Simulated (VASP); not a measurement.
# CaNi3O4 (Pm-3n) in VASP: single point with r2SCAN

Aim: the single point of CaNi3O4 with r2SCAN.

All numbers are computed with VASP 6.6.1; they aren't measurements. Logs are shortened: lines on timing, memory, paths and dates and some standing lists are left out, and cuts for length are marked.

## 1. The cell of the first run

Symmetry: Pm-3n, No. 223, cubic system. The conventional cell has a = 5.505 Å, b = 5.505 Å, c = 5.505 Å, α = 90.00°, β = 90.00°, γ = 90.00°. Ca (site symmetry m-3) has 8 O at 2.38 Å and 12 Ni at 3.08 Å within 3.1 Å. Ni (site symmetry -4m2) has 4 O at 1.95 Å within 2.6 Å. O (site symmetry 32) has 3 Ni at 1.95 Å and 2 Ca at 2.38 Å within 2.6 Å.

## 2. Single point, r2SCAN

File POSCAR:

```
CaNi3O4
1.0
    5.5050659000      0.0000000000      0.0000000000
    0.0000000000      5.5050659000      0.0000000000
    0.0000000000      0.0000000000      5.5050659000
Ca Ni O
2 6 8
Direct
    0.0000000000      0.0000000000      0.0000000000
    0.5000000000      0.5000000000      0.5000000000
    0.2500000000      0.0000000000      0.5000000000
    0.5000000000      0.7500000000      0.0000000000
    0.7500000000      0.0000000000      0.5000000000
    0.5000000000      0.2500000000      0.0000000000
    0.0000000000      0.5000000000      0.7500000000
    0.0000000000      0.5000000000      0.2500000000
    0.2500000000      0.2500000000      0.2500000000
    0.2500000000      0.7500000000      0.7500000000
    0.7500000000      0.7500000000      0.2500000000
    0.7500000000      0.2500000000      0.7500000000
    0.7500000000      0.7500000000      0.7500000000
    0.7500000000      0.2500000000      0.2500000000
    0.2500000000      0.2500000000      0.7500000000
    0.2500000000      0.7500000000      0.2500000000
```

File INCAR.step1:

```
ALGO = Normal ; EDIFF = 1E-4
ENCUT = 520 ; GGA = PE
ISMEAR = -1 ; LASPH = True
LCHARG = False ; LREAL = Auto
LWAVE = True ; NBANDS = 78
NELM = 100 ; PREC = Accurate
SIGMA = 0.1
```

File INCAR.step2:

```
ALGO = Normal ; EDIFF = 1E-6
ENCUT = 520 ; ISIF = 2
ISMEAR = -1 ; ISTART = 1
LASPH = True ; LCHARG = False
LMIXTAU = True ; LREAL = Auto
LWAVE = False ; METAGGA = R2SCAN
NBANDS = 78 ; NELM = 100
PREC = Accurate ; SIGMA = 0.1
```

File KPOINTS:

```
k-points
0
Gamma
  6 6 6
```

Potentials or basis: VASP PAW PBE potentials, release 64 (Ca_sv, Ni, O).

Launch:

```bash
cat potpaw_PBE.64/Ca_sv/POTCAR potpaw_PBE.64/Ni/POTCAR potpaw_PBE.64/O/POTCAR > POTCAR
cp INCAR.step1 INCAR
mpirun -np 1 vasp_std > vasp.out
cp INCAR.step2 INCAR
mpirun -np 1 vasp_std > vasp.out
```

OUTCAR:

```text
EDIFF = 1E-6
   ENCUT = 520
   ISIF = 2
   ISMEAR = -1
   ISTART = 1
   LASPH = True
   LREAL = Auto
   METAGGA = R2SCAN
   NELM = 100
   PREC = Accurate

 ion  position               nearest neighbor table
   1  0.000  0.000  0.000-   9 2.38  10 2.38  11 2.38  12 2.38  13 2.38  14 2.38  15 2.38  16 2.38
                             5 3.08   6 3.08   7 3.08   8 3.08   3 3.08   4 3.08   3 3.08   5 3.08
   2  0.500  0.500  0.500-   9 2.38  10 2.38  11 2.38  12 2.38  13 2.38  14 2.38  15 2.38  16 2.38
                             5 3.08   6 3.08   7 3.08   8 3.08   3 3.08   4 3.08   4 3.08   6 3.08
   3  0.250  0.000  0.500-   9 1.95  10 1.95  15 1.95  16 1.95   5 2.75   5 2.75   1 3.08   1 3.08
                             2 3.08   2 3.08
   4  0.500  0.750  0.000-  10 1.95  11 1.95  13 1.95  16 1.95   6 2.75   6 2.75   1 3.08   2 3.08
                             2 3.08   1 3.08
   5  0.750  0.000  0.500-  11 1.95  12 1.95  13 1.95  14 1.95   3 2.75   3 2.75   1 3.08   1 3.08
                             2 3.08   2 3.08
   6  0.500  0.250  0.000-   9 1.95  12 1.95  14 1.95  15 1.95   4 2.75   4 2.75   1 3.08   2 3.08
                             2 3.08   1 3.08
   7  0.000  0.500  0.750-  10 1.95  12 1.95  13 1.95  15 1.95   8 2.75   8 2.75   1 3.08   2 3.08
                             1 3.08   2 3.08
   8  0.000  0.500  0.250-   9 1.95  11 1.95  14 1.95  16 1.95   7 2.75   7 2.75   1 3.08   2 3.08
                             1 3.08   2 3.08
   9  0.250  0.250  0.250-   3 1.95   6 1.95   8 1.95   2 2.38   1 2.38
  10  0.250  0.750  0.750-   3 1.95   4 1.95   7 1.95   2 2.38   1 2.38
  11  0.750  0.750  0.250-   4 1.95   5 1.95   8 1.95   2 2.38   1 2.38
  12  0.750  0.250  0.750-   5 1.95   6 1.95   7 1.95   2 2.38   1 2.38
  13  0.750  0.750  0.750-   4 1.95   5 1.95   7 1.95   2 2.38   1 2.38
  14  0.750  0.250  0.250-   5 1.95   6 1.95   8 1.95   2 2.38   1 2.38
  15  0.250  0.250  0.750-   3 1.95   6 1.95   7 1.95   2 2.38   1 2.38
  16  0.250  0.750  0.250-   3 1.95   4 1.95   8 1.95   2 2.38   1 2.38

  LATTYP: Found a simple cubic cell.
 ALAT       =     5.5050659000

  Lattice vectors:

 A1 = (   5.5050659000,   0.0000000000,   0.0000000000)
 A2 = (   0.0000000000,   5.5050659000,   0.0000000000)
 A3 = (   0.0000000000,   0.0000000000,   5.5050659000)

Analysis of symmetry for initial positions (statically):
=====================================================================
 Subroutine PRICEL returns:
 Original cell was already a primitive cell.

 Routine SETGRP: Setting up the symmetry group for a
 simple cubic supercell.

 Subroutine GETGRP returns: Found 48 space group operations
 (whereof 24 operations were pure point group operations)
 out of a pool of 48 trial point group operations.

The static configuration has the point symmetry T_h .
 The point group associated with its full space group is O_h .

Analysis of symmetry for dynamics (positions and initial velocities):
=====================================================================
 Subroutine PRICEL returns:
 Original cell was already a primitive cell.

 Routine SETGRP: Setting up the symmetry group for a
 simple cubic supercell.

 Subroutine GETGRP returns: Found 48 space group operations
 (whereof 24 operations were pure point group operations)
 out of a pool of 48 trial point group operations.

The dynamic configuration has the point symmetry T_h .
 The point group associated with its full space group is O_h .

 Subroutine INISYM returns: Found 48 space group operations
 (whereof 24 operations are pure point group operations),
 and found     1 'primitive' translations

----------------------------------------------------------------------------------------

                                     Primitive cell

  volume of cell :     166.8352

  direct lattice vectors                    reciprocal lattice vectors
     5.505065900  0.000000000  0.000000000     0.181650868  0.000000000  0.000000000
     0.000000000  5.505065900  0.000000000     0.000000000  0.181650868  0.000000000
     0.000000000  0.000000000  5.505065900     0.000000000  0.000000000  0.181650868

  length of vectors
     5.505065900  5.505065900  5.505065900     0.181650868  0.181650868  0.181650868

  position of ions in fractional coordinates (direct lattice)
     0.000000000  0.000000000  0.000000000
     0.500000000  0.500000000  0.500000000
     0.250000000  0.000000000  0.500000000
     0.500000000  0.750000000  0.000000000
     0.750000000  0.000000000  0.500000000
     0.500000000  0.250000000  0.000000000
[... 8 lines left out ...]
     0.250000000  0.250000000  0.750000000
     0.250000000  0.750000000  0.250000000

  ion indices of the primitive-cell ions
   primitive index   ion index
                 1           1
                 2           2
                 3           3
                 4           4
                 5           5
                 6           6
[... 8 lines left out ...]
                15          15
                16          16

----------------------------------------------------------------------------------------

 KPOINTS: k-points

Automatic generation of k-mesh.
 Grid dimensions read from file:
 generate k-points for:    6    6    6

 Generating k-lattice:

  Cartesian coordinates                     Fractional coordinates (reciprocal lattice)
     0.030275145  0.000000000  0.000000000     0.166666667  0.000000000  0.000000000
     0.000000000  0.030275145  0.000000000     0.000000000  0.166666667  0.000000000
     0.000000000  0.000000000  0.030275145     0.000000000  0.000000000  0.166666667

  Length of vectors
     0.030275145  0.030275145  0.030275145

  Shift w.r.t. Gamma in fractional coordinates (k-lattice)
     0.000000000  0.000000000  0.000000000

 Subroutine IBZKPT returns following result:
 ===========================================

 Found     20 irreducible k-points:

 Following reciprocal coordinates:
            Coordinates               Weight
  0.000000  0.000000  0.000000      1.000000
  0.166667  0.000000  0.000000      6.000000
  0.333333  0.000000  0.000000      6.000000
  0.500000  0.000000  0.000000      3.000000
  0.166667  0.166667  0.000000     12.000000
  0.333333  0.166667  0.000000     24.000000
[... 12 lines left out ...]
  0.500000  0.500000  0.333333      6.000000
  0.500000  0.500000  0.500000      1.000000
   k-points           NKPTS =     20   k-points in BZ     NKDIM =     20   number of bands    NBANDS=     78
   number of dos      NEDOS =    301   number of ions     NIONS =     16
   total plane-waves  NPLWV =  74088
   dimension x,y,z NGX =    42 NGY =   42 NGZ =   42
   dimension x,y,z NGXF=    84 NGYF=   84 NGZF=   84
   ions per type =               2   6   8
   NGX,Y,Z   is equivalent  to a cutoff of  12.68, 12.68, 12.68 a.u.
   NGXF,Y,Z  is equivalent  to a cutoff of  25.37, 25.37, 25.37 a.u.
 SYSTEM =  unknown system
   PREC   = accura    normal or accurate (medium, high low for compatibility)
   ISTART =      1    job   : 0-new  1-cont  2-samecut
   ICHARG =      0    charge: 1-file 2-atom 10-const
   ISPIN  =      1    spin polarized calculation?
   LNONCOLLINEAR =      F non collinear calculations
   LSORBIT =      F    spin-orbit coupling
   LASPH  =      T    aspherical Exc in radial PAW
   ENCUT  =  520.0 eV  38.22 Ry    6.18 a.u.  10.24 10.24 10.24*2*pi/ulx,y,z
   NELM   =    100;   NELMIN=  2; NELMDL=  0     # of ELM steps
   EDIFF  = 0.1E-05   stopping-criterion for ELM
   LREAL  =      T    real-space projection
   EDIFFG = 0.1E-04   stopping-criterion for IOM
   NSW    =      0    number of steps for IOM
   IBRION =     -1    ionic relax: 0-MD 1-quasi-New 2-CG
   NFREE  =      0    steps in history (QN), initial steepest desc. (CG)
   ISIF   =      2    stress and relaxation
   ISYM   =      2    0-nonsym 1-usesym 2-fastsym
   POTIM  = 0.5000    time-step for ionic-motion
   TEBEG  =    0.0;   TEEND  =   0.0 temperature during run
   PSTRESS=    0.0 pullay stress
   NELECT =     128.0000    total number of electrons
   NUPDOWN=      -1.0000    fix difference up-down
   EMIN   =  10.00;   EMAX   =-10.00  energy-range for DOS
   EFERMI =   0.00;   METHOD = LEGACY
   ISMEAR =    -1;   SIGMA  =   0.10  broadening in eV -4-tet -1-fermi 0-gaus
   EFERMI_NEDOS =   21; number of points for ismear=-14 and -15
   IALGO  =     38    algorithm
   IMIX   =      4    mixing-type and parameters
     AMIX     =   0.40;   BMIX     =  1.00
     AMIX_MAG =   1.60;   BMIX_MAG =  1.00
  volume/ion in A,a.u.               =      10.43        70.37
  Fermi-wavevector in a.u.,A,eV,Ry     =   1.498703  2.832138 30.560199  2.246111
  Thomas-Fermi vector in A             =   2.610428
   LORBIT       =      0    0 simple, 1 ext, 2 COOP (PROOUT), +10 PAW based schemes
   METAGGA = R2SCAN    functional components
   LHFCALC =     F    Hartree Fock is set to
   AEXX    =    0.0000 exact exchange contribution
   IVDW    =     0    specifies the selected vdW correction
   LEPSILON=     F    determine dielectric tensor
   LRPA    =     F    only Hartree local field effects (RPA)
 non-spin polarized calculation
  energy-cutoff  :      520.00
  volume of cell :      166.84
 maximum number of plane-waves:      4632
 NGX is ok and might be reduce to    42
   NGX = 21   NGY = 21   NGZ = 21

 number of electron     127.9999966 magnetization

 Free energy of the ion-electron system (eV)
  ---------------------------------------------------
  ext. energy  EPLUGINS =         0.00000000
  ---------------------------------------------------
  free energy    TOTEN  =      -159.34510265 eV

  energy without entropy =     -159.18878979  energy(sigma->0) =     -159.26694622

 E-fermi :   5.8143     XC(G=0): -12.5688

 val. band max:        5.7902845272   @ k =   0.3333   0.0000   0.0000
 cond. band min:       5.8293537717   @ k =   0.1667   0.0000   0.0000
 fundamental gap:      0.0390692444
 Fermi energy:         5.8143214352

 k-point     1 :       0.0000    0.0000    0.0000
  band No.  band energies     occupation
      1     -34.4393      2.00000
      2     -34.4327      2.00000
      3     -15.5850      2.00000
      4     -15.5850      2.00000
      5     -15.5850      2.00000
      6     -14.7802      2.00000
[... 68 lines left out ...]
     75      12.5733      0.00000
     76      12.6845      0.00000
[... 1499 lines left out ...]
     75      11.9247      0.00000
     76      11.9247      0.00000
 [bands above 76 left out]

------------------------ aborting loop because EDIFF is reached ----------------------------------------

  FORCE on cell =-STRESS in cart. coord.  units (eV):
  Direction    XX          YY          ZZ          XY          YZ          ZX
  --------------------------------------------------------------------------------------
  -------------------------------------------------------------------------------------
  Total       -9.7157711     -9.7157711     -9.7157711      0.0000000      0.0000000      0.0000000
  in kB      -93.3040063    -93.3040063    -93.3040063      0.0000000      0.0000000      0.0000000
  external PRESSURE =     -93.3040063 kB  Pullay stress =       0.0000000 kB

 VOLUME and BASIS-vectors are now :
 -----------------------------------------------------------------------------
  energy-cutoff  :      520.00
  volume of cell :      166.84
      direct lattice vectors                 reciprocal lattice vectors
     5.505065900  0.000000000  0.000000000     0.181650868  0.000000000  0.000000000
     0.000000000  5.505065900  0.000000000     0.000000000  0.181650868  0.000000000
     0.000000000  0.000000000  5.505065900     0.000000000  0.000000000  0.181650868

 POSITION                                       TOTAL-FORCE (eV/Angst)
 -----------------------------------------------------------------------------------
      0.00000      0.00000      0.00000        -0.000000     -0.000000      0.000000
      2.75253      2.75253      2.75253        -0.000000     -0.000000      0.000000
      1.37627      0.00000      2.75253         0.000000      0.000000      0.000000
      2.75253      4.12880      0.00000        -0.000000     -0.000000     -0.000000
      4.12880      0.00000      2.75253        -0.000000      0.000000     -0.000000
      2.75253      1.37627      0.00000         0.000000     -0.000000      0.000000
[... 8 lines left out ...]
      1.37627      1.37627      4.12880        -0.000000     -0.000000      0.000000
      1.37627      4.12880      1.37627         0.000000     -0.000000      0.000000
 -----------------------------------------------------------------------------------
    total drift:                                0.000000      0.000000     -0.000000

  FREE ENERGIE OF THE ION-ELECTRON SYSTEM (eV)
  ---------------------------------------------------
  free  energy   TOTEN  =      -159.3451026532 eV

  energy  without entropy=     -159.1887897925  energy(sigma->0) =     -159.26694622
```

It took 10 min on 1 thread of Intel Xeon 6975P-C (Granite Rapids), shared host; peak memory 0.38 GiB.

Results:

- Free energy: -159.3451 eV
- Pressure: -9.3 GPa
- Band gap on the k mesh: zero (bands 64 and 65 overlap by 0.06 eV)

Caveat: the cell stands under tension; the PAW data sets were made with another functional, which shifts forces and pressure a little; the run has no spin polarisation, though such a crystal can be magnetic; semilocal functionals often make such compounds metallic where correlation or magnetic order opens a gap, which also shifts bond lengths. With open d or f shells a metallic result of r2SCAN can be an artefact of self-interaction; +U or a hybrid may open a gap.
